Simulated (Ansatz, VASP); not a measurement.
**Pb in VASP and in Ansatz**

The input POSCAR:

```
Pb
1.0
    3.4800000000      0.0000000000      0.0000000000
   -1.7400000000      3.0137684052      0.0000000000
    0.0000000000      0.0000000000      5.5900000000
Pb
2
Direct
    0.6666666667      0.3333333333      0.7500000000
    0.3333333333      0.6666666667      0.2500000000
```

INCAR.step1

```
ALGO     = Normal         # electronic algorithm
EDIFF    = 1E-5           # SCF threshold, eV
ENCUT    = 520            # plane-wave cutoff, eV
GGA      = PE             # functional
ISIF     = 2              # what is computed and relaxed
ISMEAR   = -1             # smearing method
LASPH    = True           # aspherical terms in the spheres
LCHARG   = False          # write CHGCAR
LREAL    = False          # projectors in reciprocal space
LWAVE    = True           # write WAVECAR
NBANDS   = 21             # bands
NELM     = 80             # most SCF steps
PREC     = Accurate       # precision mode
SIGMA    = 0.05           # smearing width, eV
```

The input INCAR.step2:

```
AEXX     = 0.25           # exact-exchange fraction
ALGO     = Normal         # electronic algorithm
EDIFF    = 1E-7           # SCF threshold, eV
ENCUT    = 520            # plane-wave cutoff, eV
GGA      = PE             # functional
HFSCREEN = 0.3            # screening, 1/A
ISIF     = 2              # what is computed and relaxed
ISMEAR   = -1             # smearing method
ISTART   = 1            
LASPH    = True           # aspherical terms in the spheres
LCHARG   = False          # write CHGCAR
LHFCALC  = True           # exact exchange
LREAL    = False          # projectors in reciprocal space
LWAVE    = False          # write WAVECAR
NBANDS   = 21             # bands
NELM     = 80             # most SCF steps
PREC     = Accurate       # precision mode
PRECFOCK = Normal       
SIGMA    = 0.05           # smearing width, eV
```

The input KPOINTS:

```
k-points
0
Gamma
  5 5 3
```

input

```
crystal:
  lattice:
    - [3.48, 0.0, 0.0]
    - [-1.74, 3.0137684052, 0.0]
    - [0.0, 0.0, 5.59]
  atoms:
    - { symbol: Pb, position: [0.6666666667, 0.3333333333, 0.75] }
    - { symbol: Pb, position: [0.3333333333, 0.6666666667, 0.25] }
hamiltonian:
  xc: { exchange: pbe, correlation: pbe, exx: { coeff: 0.25, omega: 0.3 } }
  pseudopotentials: { kind: paw }
kpoints:
  mp_grid: { grid: [5, 5, 3] }
  band_path:
    path:
      - [[0.0, 0.0, 0.0], [0.5, 0.0, 0.0], [0.3333333333, 0.3333333333, 0.0], [0.0, 0.0, 0.0], [0.0, 0.0, 0.5], [0.5, 0.0, 0.5], [0.3333333333, 0.3333333333, 0.5], [0.0, 0.0, 0.5]]
      - [[0.5, 0.0, 0.5], [0.5, 0.0, 0.0]]
      - [[0.3333333333, 0.3333333333, 0.0], [0.3333333333, 0.3333333333, 0.5]]
    npoints: 4
scf:
  occupations: { method: fermi_dirac, width: 0.05 }
  n_extra_bands: 6
output:
  forces: true
  stress: true
  eigenvalues: true
  fatbands: false
  write_density: true
  write_potential: true
  elf: true
  volumetric_format: npy
```

Alike in both runs: functional PBE-based screened hybrid with a share of 0.25 of exact exchange and HFSCREEN = 0.3; k mesh 5 × 5 × 3; occupations fermi-dirac, width 0.05 eV; no spin polarisation.

|  | VASP | Ansatz |
| --- | --- | --- |
| version | VASP 6.6.1 | Ansatz 0.2.0 |
| potentials or method | VASP PAW PBE potentials, release 64 (Pb_d) | Ansatz PAW |
| plane-wave cutoff (eV) | 520 | 420 |
| valence electrons in the cell | 28 | 28 |
| task | single point | band structure |

|  | VASP | Ansatz | Ansatz less VASP |
| --- | --- | --- | --- |
| gap on the k mesh at the Fermi level (eV) | none | none | - |
| pressure (GPa) | 3.3 | 3.3 | +0.03 |
| traceless stress, the component that is largest in VASP (GPa) | -0.67 | -0.67 | -0.006 |

VASP's potentials were made for PBE, not for PBE-based screened hybrid. A gap of «none» marks a metal or a gap that the smearing closes. With one functional, cell and mesh, what is left measures potentials, basis and numerics.

The k mesh is coarse, so the values compare programs but aren't converged. Neither program's run includes spin-orbit coupling.
